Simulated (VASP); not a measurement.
Runs of VASP 6.6.1 on Cu. The structure is that of space group P6/mmm (No. 191), or close to it. The cells are those of the table. 

```csv
task,cell,cutoff (eV),k mesh for the DOS,occupations for the DOS,gap on the mesh (eV),pressure (GPa)
single point,"a = 4.130, b = 4.130, c = 2.473 Å, angles 90.0, 90.0, 120.0°, 3 atoms",520,-,-,none,0.8
relaxation of shape and atoms at fixed volume,"relaxed from a = 3.802, b = 3.802, c = 2.276 Å, angles 90.0, 90.0, 120.0°, 3 atoms",600,-,-,none,63.0
single point,"a = 3.277, b = 3.277, c = 1.963 Å, angles 90.0, 90.0, 120.0°, 3 atoms",520,-,-,none,(a)
relaxation of cell and atoms,"relaxed from a = 4.057, b = 4.057, c = 2.515 Å, angles 90.0, 90.0, 120.0°, 3 atoms",600,-,-,none,0.0
single point,"a = 3.801, b = 3.801, c = 2.276 Å, angles 90.0, 90.0, 120.0°, 3 atoms",520,-,-,none,63.0
```

Alike in all rows: level PBE; potentials or basis VASP PAW PBE potentials, release 64 (Cu); no spin polarisation; k mesh 9 × 9 × 12; smearing fermi-dirac 0.08 eV.

Task: Fill in the values left out.

Result: (a) 522.6.

Caveats: the relaxation stopped at its first step, so nothing moved (some runs).

A gap of «none» marks levels without a gap at the run's occupations.
